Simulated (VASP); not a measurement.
Wanted: the native input for a VASP 6.6.1 run.

* Task: single point
* Functional: PBE
* Potentials or basis: VASP PAW PBE potentials, release 64 (Ti_sv, Al)
* Cutoff: 520 eV
* k mesh: 18 × 18 × 10
* Occupations: gaussian, width 0.15 eV
* Spin: no spin polarisation
* Dipole correction: no
* Further INCAR settings: ALGO = Fast; EDIFF = 1e-06; NBANDS = 14

The structure of TiAl lies in POSCAR:

```
TiAl
1.0
    2.8811117122      0.0000000000      0.0000000000
   -1.4405558561      2.4951159339      0.0000000000
    0.0000000000      0.0000000000      4.6485829680
Ti Al
1 1
Direct
    0.0000000000      0.0000000000      0.0225539627
    0.3333333333      0.6666666667      0.4599878068
```

This cell differs from its parent crystal: atoms displaced along a vibrational mode.

The input as run:

INCAR

```
SYSTEM = TiAl
ALGO = Fast
EDIFF = 1E-6
ENCUT = 520
GGA = PE
ISIF = 2
ISMEAR = 0
LASPH = .TRUE.
LCHARG = .FALSE.
LREAL = .FALSE.
LWAVE = .FALSE.
NBANDS = 14
NELM = 60
PREC = Accurate
SIGMA = 0.15
```

KPOINTS

```
k-points
0
G
  18 18 10
  0 0 0
```

Potentials or basis: VASP PAW PBE potentials, release 64 (Ti_sv, Al).

Run with:

```bash
$ cat potpaw_PBE.64/Ti_sv/POTCAR potpaw_PBE.64/Al/POTCAR > POTCAR
$ mpirun -np 1 vasp_std > vasp.out
```

It gave:

```yaml
Pressure: 3.9 GPa
Largest_force: 2.213 eV/Å
Band_gap_on_the_k_mesh: zero (an odd number of electrons rules out a gap without spin polarisation)
```

Caveat: the cell differs from its parent crystal (atoms displaced along a vibrational mode); the cell stands under pressure; forces of over 1 eV/Å act on the atoms, so gaps and moduli don't describe the material at rest.

It took 3.6 min on 1 thread of AMD EPYC 9R45 96-Core Processor (Zen 5) (shared host), peak memory 0.24 GiB.
